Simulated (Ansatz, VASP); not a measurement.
**One calculation of LiF, two programs**

The input INCAR:

```
  ALGO = Normal
  EDIFF = 1E-6
  ENCUT = 520
  ISIF = 2
  ISMEAR = 0
  LASPH = True
  LCHARG = False
  LREAL = False
  LWAVE = False
  NBANDS = 18
  NELM = 100
  PREC = Accurate
  SIGMA = 0.05
```

KPOINTS

```
k-points
0
Gamma
  9 9 6
```

Contents of POSCAR:

```
LiF
1.0
    3.0545793406      0.0000000000      0.0000000000
   -1.5272896703      2.6453433068      0.0000000000
    0.0000000000      0.0000000000      4.5846181323
Li F
2 2
Direct
    0.3333333333      0.6666666667      0.3839784076
    0.6666666667      0.3333333333      0.8839784076
    0.3333333333      0.6666666667      0.9910195924
    0.6666666667      0.3333333333      0.4910195924
```

Input for Ansatz:

```yaml
crystal:
  lattice:
    - [3.0545793406, 0.0, 0.0]
    - [-1.5272896703, 2.6453433068, 0.0]
    - [0.0, 0.0, 4.5846181323]
  atoms:
    - { symbol: Li, position: [0.3333333333, 0.6666666667, 0.3839784076] }
    - { symbol: Li, position: [0.6666666667, 0.3333333333, 0.8839784076] }
    - { symbol: F, position: [0.3333333333, 0.6666666667, 0.9910195924] }
    - { symbol: F, position: [0.6666666667, 0.3333333333, 0.4910195924] }
basis:
  ecutwfc: 520.0
kpoints:
  mp_grid: { grid: [9, 9, 6] }
hamiltonian:
  xc: lda
scf:
  occupations: { method: gaussian, width: 0.05 }
output:
  forces: true
  stress: true
  eigenvalues: true
  write_density: true
  write_potential: true
  elf: true
  volumetric_format: npy
```

Alike in both runs: task single point; functional LDA; k mesh 9 × 9 × 6; occupations gaussian, width 0.05 eV; no spin polarisation.

|  | VASP | Ansatz |
| --- | --- | --- |
| version | VASP 6.6.1 | Ansatz 0.2.0 |
| potentials or method | VASP PAW LDA potentials, release 64 (Li_sv, F), cutoff 520 eV | scalar-relativistic, plane waves, PAW |
| valence electrons in the cell | 20 | 20 |

```tsv
	VASP	Ansatz	Ansatz less VASP
gap on the k mesh at the Fermi level (eV)	7.79	7.81	+0.015
least direct gap on the mesh (eV)	7.79	7.81	+0.015
rms of the force components (eV/Å)	0.072	0.069	-0.0028
```

LDA's correlation is that of Perdew and Zunger in VASP and of Perdew and Wang (1992) in Ansatz. Atom by atom the forces differ by 0.003 eV/Å (rms over components).

Noted on VASP's run: the cutoff is under 1.25 times that of the potentials, so the pressure is a little rough.
